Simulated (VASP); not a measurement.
Write the native input for VASP 6.6.1 that does the following.

- Task: relaxation of cell and atoms
- Functional: PBE
- Potentials or basis: VASP PAW PBE potentials, release 64 (Ag, Sn_d, Se, I)
- Cutoff: 600 eV
- k mesh: 2 × 2 × 2
- Occupations: gaussian, width 0.15 eV
- Spin: no spin polarisation
- Dipole correction: no
- Further INCAR settings: ALGO = Normal; EDIFF = 1e-06; IBRION = 2; EDIFFG = -0.08; NSW = 36; ISIF = 3

The structure of AgSn2SeI3 lies in POSCAR:

```
AgSn2SeI3
1.0
    7.3845304600      0.0000000000      0.0000000000
   -3.6922652300      6.3951909700      0.0000000000
    0.0000000000      0.0000000000      6.0041862100
Ag Sn Se I
1 2 1 3
Direct
    0.0000000000      0.0000000000      0.0000000000
    0.3333333300      0.6666666700      0.5000000000
    0.6666666700      0.3333333300      0.5000000000
    0.0000000000      0.0000000000      0.5000000000
    0.5000000000      0.0000000000      0.5000000000
    0.0000000000      0.5000000000      0.5000000000
    0.5000000000      0.5000000000      0.5000000000
```

The cell was built from a structure type or drawn by symmetry, and may not be a known phase.

The input as run:

INCAR

```
SYSTEM = AgSn2SeI3
ALGO = Normal
EDIFF = 1E-6
EDIFFG = -0.08
ENCUT = 600
GGA = PE
IBRION = 2
ISIF = 3
ISMEAR = 0
LASPH = .TRUE.
LCHARG = .FALSE.
LREAL = .FALSE.
LWAVE = .FALSE.
NELM = 60
NSW = 36
PREC = Accurate
SIGMA = 0.15
```

KPOINTS

```
k-points
0
G
  2 2 2
  0 0 0
```

Potentials or basis: VASP PAW PBE potentials, release 64 (Ag, Sn_d, Se, I).

Command:

```sh
$ cat potpaw_PBE.64/Ag/POTCAR potpaw_PBE.64/Sn_d/POTCAR potpaw_PBE.64/Se/POTCAR potpaw_PBE.64/I/POTCAR > POTCAR
$ mpirun -np 1 vasp_std > vasp.out
```

Results of the run:

- Relaxed volume: 63.89 Å³/atom
- Relaxed cell: a = 10.405 Å, b = 10.405 Å, c = 4.770 Å, α = 90.00°, β = 90.00°, γ = 120.00°
- Space group after relaxing (to 0.1 Å): P6/mmm (No. 191)
- Energy gained by relaxing: 4026.5 meV/atom
- Ionic steps: 10
- Pressure after relaxing: 0.0 GPa
- Band gap on the k mesh: zero (bands 33 and 34 overlap by 0.01 eV)

Caveat: the k points lie up to 0.66 Å⁻¹ apart in the final cell; the volume moved by over 15 % at a fixed basis, so the end points are rough; spin-orbit coupling is left out, which moves the levels of the heavy elements.

Wall time 10 min on 1 thread of AMD EPYC 9R14 (Zen 4) (shared host), peak memory 0.45 GiB.
